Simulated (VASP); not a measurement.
# GaSb (F-43m) in VASP: elastic constants with PBEsol

Aim: the elastic constants of GaSb with PBEsol.

Everything below comes from runs of VASP 6.6.1. Logs are shortened: lines on timing, memory, paths and dates and some standing lists are left out, and cuts for length are marked.

## Step 1: The cell of the first run

It takes space group F-43m (No. 216, cubic). The conventional cell has a = 5.695 Å, b = 5.695 Å, c = 5.695 Å, α = 90.00°, β = 90.00°, γ = 90.00°. Within 3.3 Å of Ga (site symmetry -43m) lie 4 Sb at 2.47 Å. Within 3.3 Å of Sb (site symmetry -43m) lie 4 Ga at 2.47 Å.

## Step 2: Elastic constants, PBEsol

Contents of INCAR:

```
ALGO = Normal
EDIFF = 1E-8
ENCUT = 500
GGA = PS
GGA_COMPAT = F
IBRION = 6
ISIF = 3
ISMEAR = 0
LASPH = T
LCHARG = F
LREAL = F
LWAVE = F
NELM = 120
NFREE = 2
NSW = 1
POTIM = 0.015
PREC = Accurate
SIGMA = 0.01
```

Contents of KPOINTS:

```
k-points
0
Gamma
  12 12 12
```

Contents of POSCAR:

```
GaSb
1.0
    0.0000000000      2.8475422870      2.8475422870
    2.8475422870      0.0000000000      2.8475422870
    2.8475422870      2.8475422870      0.0000000000
Ga Sb
1 1
Direct
    0.0000000000      0.0000000000      0.0000000000
    0.7500000000      0.7500000000      0.7500000000
```

Potentials or basis: VASP PAW PBE potentials, release 64 (Ga_d, Sb).

Command:

```bash
cat potpaw_PBE.64/Ga_d/POTCAR potpaw_PBE.64/Sb/POTCAR > POTCAR
mpirun -np 1 vasp_std > vasp.out
```

OUTCAR:

```text
EDIFF = 1E-8
   ENCUT = 500
   GGA = PS
   IBRION = 6
   ISIF = 3
   ISMEAR = 0
   LASPH = T
   LREAL = F
   NELM = 120
   NFREE = 2
   NSW = 1
   POTIM = 0.015
   PREC = Accurate

 ion  position               nearest neighbor table
   1  0.000  0.000  0.000-   2 2.47   2 2.47   2 2.47   2 2.47
   2  0.750  0.750  0.750-   1 2.47   1 2.47   1 2.47   1 2.47

  LATTYP: Found a face centered cubic cell.
 ALAT       =     5.6950845740

  Lattice vectors:

 A1 = (   0.0000000000,   2.8475422870,   2.8475422870)
 A2 = (   2.8475422870,   0.0000000000,   2.8475422870)
 A3 = (   2.8475422870,   2.8475422870,   0.0000000000)

Analysis of symmetry for initial positions (statically):
=====================================================================
 Subroutine PRICEL returns:
 Original cell was already a primitive cell.

 Routine SETGRP: Setting up the symmetry group for a
 face centered cubic supercell.

 Subroutine GETGRP returns: Found 24 space group operations
 (whereof 24 operations were pure point group operations)
 out of a pool of 48 trial point group operations.

The static configuration has the point symmetry T_d .

Analysis of symmetry for dynamics (positions and initial velocities):
=====================================================================
 Subroutine PRICEL returns:
 Original cell was already a primitive cell.

 Routine SETGRP: Setting up the symmetry group for a
 face centered cubic supercell.

 Subroutine GETGRP returns: Found 24 space group operations
 (whereof 24 operations were pure point group operations)
 out of a pool of 48 trial point group operations.

The dynamic configuration has the point symmetry T_d .

 Subroutine INISYM returns: Found 24 space group operations
 (whereof 24 operations are pure point group operations),
 and found     1 'primitive' translations

[... 718 lines left out ...]
      6      -3.5230      2.00000
      7      -0.2202      2.00000
      8       3.6572      2.00000
      9       5.2277      2.00000
     10       9.1059      0.00000
     11      11.1033      0.00000
     12      11.8663      0.00000
     13      14.6521      0.00000

 [... further k-points ...]

------------------------ aborting loop because EDIFF is reached ----------------------------------------

  FORCE on cell =-STRESS in cart. coord.  units (eV):
  Direction    XX          YY          ZZ          XY          YZ          ZX
  --------------------------------------------------------------------------------------
  -------------------------------------------------------------------------------------
  Total        5.2526043      5.2574939      5.2574939      0.0000000     -0.2493130      0.0000000
  in kB      182.2404273    182.4100736    182.4100736      0.0000000     -8.6499760      0.0000000
  external PRESSURE =     182.3535248 kB  Pullay stress =       0.0000000 kB
[... 17 lines left out ...]
  FREE ENERGIE OF THE ION-ELECTRON SYSTEM (eV)
  ---------------------------------------------------
  free  energy   TOTEN  =        -7.6427001486 eV

  energy  without entropy=       -7.6427001486  energy(sigma->0) =       -7.64270015

 INTERNAL STRAIN TENSORS FROM STRAINED CELLS
 ============================================

 INTERNAL STRAIN TENSOR FOR ION    1 for displacements in x,y,z  (eV/Angst):
          X           Y           Z          XY          YZ          ZX
  --------------------------------------------------------------------------------
  x     0.00000    -0.00000    -0.00000     0.00000   -16.64995    -0.00000
  y     0.00000     0.00000    -0.00000     0.00000    -0.00000   -16.65005
  z     0.00000    -0.00000    -0.00000   -16.64998     0.00000     0.00000

 INTERNAL STRAIN TENSORS FROM DISPLACED ATOMS
 ============================================

 INTERNAL STRAIN TENSOR FOR ION    1 for displacements in x,y,z  (eV/Angst):
          X           Y           Z          XY          YZ          ZX
  --------------------------------------------------------------------------------
  x     0.00000     0.00000     0.00000     0.00000   -16.61759     0.00000
  y     0.00000     0.00000     0.00000     0.00000     0.00000   -16.61759
  z     0.00000     0.00000     0.00000   -16.61759     0.00000     0.00000

 INTERNAL STRAIN TENSOR FOR ION    2 for displacements in x,y,z  (eV/Angst):
          X           Y           Z          XY          YZ          ZX
  --------------------------------------------------------------------------------
  x     0.00000     0.00000     0.00000     0.00000    16.62038     0.00000
  y     0.00000     0.00000     0.00000     0.00000     0.00000    16.62038
  z     0.00000     0.00000     0.00000    16.62038     0.00000     0.00000

 Eigenvectors and eigenvalues of the dynamical matrix
 ----------------------------------------------------

   1 f  =    8.546901 THz    53.701762 2PiTHz  285.093923 cm-1    35.347126 meV
             X         Y         Z           dx          dy          dz
      0.000000  0.000000  0.000000     0.000000   -0.797052    0.000000
      4.271313  4.271313  4.271313     0.000000    0.603911    0.000000
[... 21 lines left out ...]
   6 f/i=    0.005049 THz     0.031727 2PiTHz    0.168433 cm-1     0.020883 meV
             X         Y         Z           dx          dy          dz
      0.000000  0.000000  0.000000    -0.386141    0.327502   -0.329160
      4.271313  4.271313  4.271313    -0.509635    0.432242   -0.434431

--------------------------------------------------------------------------------------------------------

 ELASTIC MODULI CONTR FROM IONIC RELAXATION (kBar)
 Direction    XX          YY          ZZ          XY          YZ          ZX
 --------------------------------------------------------------------------------
 XX          -0.0000      0.0000      0.0000      0.0000     -0.0000      0.0000
 YY           0.0000     -0.0000     -0.0000      0.0000      0.0000     -0.0000
 ZZ           0.0000     -0.0000     -0.0000     -0.0000      0.0000      0.0000
 XY           0.0000      0.0000     -0.0000   -722.9041      0.0000      0.0000
 YZ          -0.0000      0.0000      0.0000      0.0000   -722.9041      0.0000
 ZX           0.0000     -0.0000      0.0000      0.0000      0.0000   -722.9041
 --------------------------------------------------------------------------------

 TOTAL ELASTIC MODULI (kBar)
 Direction    XX          YY          ZZ          XY          YZ          ZX
 --------------------------------------------------------------------------------
 XX        1364.2753    959.6564    959.6564     -0.0000     -0.0000     -0.0000
 YY         959.6564   1364.2753    959.6564      0.0000      0.0000      0.0000
 ZZ         959.6564    959.6564   1364.2753     -0.0000      0.0000      0.0000
 XY          -0.0000      0.0000     -0.0000    427.0470      0.0000      0.0000
 YZ          -0.0000      0.0000      0.0000      0.0000    427.0470      0.0000
 ZX          -0.0000      0.0000      0.0000      0.0000      0.0000    427.0470
 --------------------------------------------------------------------------------
```

OSZICAR:

```text
N       E                     dE             d eps       ncg     rms          rms(c)
DAV:   1     0.804506316947E+02    0.80451E+02   -0.87975E+03  1872   0.180E+03
DAV:   2    -0.208137705073E+01   -0.82532E+02   -0.80067E+02  2077   0.321E+02
DAV:   3    -0.770743600415E+01   -0.56261E+01   -0.55953E+01  2337   0.730E+01
DAV:   4    -0.780304574592E+01   -0.95610E-01   -0.95588E-01  2162   0.108E+01
[... 204 lines left out ...]
DAV:   2    -0.764274640308E+01   -0.50707E-03   -0.62308E-03  9335   0.675E-01    0.628E-02
DAV:   3    -0.764270155829E+01    0.44845E-04   -0.15435E-04  8914   0.152E-01    0.161E-02
DAV:   4    -0.764270001918E+01    0.15391E-05   -0.14806E-05 10495   0.418E-02    0.439E-03
DAV:   5    -0.764270014329E+01   -0.12411E-06   -0.12332E-06  8195   0.128E-02    0.105E-03
DAV:   6    -0.764270014865E+01   -0.53569E-08   -0.61356E-08  9123   0.285E-03
  17 F= -.76427001E+01 E0= -.76427001E+01  d E =-.435115E-56
```

It took 17 min on 1 thread of Intel Xeon 6975P-C (Granite Rapids), shared host; peak memory 0.59 GiB.

What came out:

```
Elastic constants C11, C12, C44                         : 136, 96, 43 GPa
Voigt bulk modulus                                      : 109 GPa
Highest phonon frequency at Γ, LO-TO splitting left out : 285 cm⁻¹
```

Phonon frequencies in cm⁻¹ (negative: imaginary):
| q point | frequencies |
| --- | --- |
| (0.000, 0.000, 0.000) | 0 0 0 285 285 285 |

Elastic tensor in Voigt notation (GPa, in the Cartesian axes of the cell as first typed):
```
136  96  96   0   0   0
 96 136  96   0   0   0
 96  96 136   0   0   0
  0   0   0  43   0   0
  0   0   0   0  43   0
  0   0   0   0   0  43
```

Clamped-ion elastic tensor (GPa):
```
136  96  96   0   0   0
 96 136  96   0   0   0
 96  96 136   0   0   0
  0   0   0 115   0   0
  0   0   0   0 115   0
  0   0   0   0   0 115
```

Caveat: the cell is under stress, which shifts elastic constants; the PAW data sets were made with another functional, which shifts forces and pressure a little; spin-orbit coupling is left out, which moves the levels of the heavy elements.
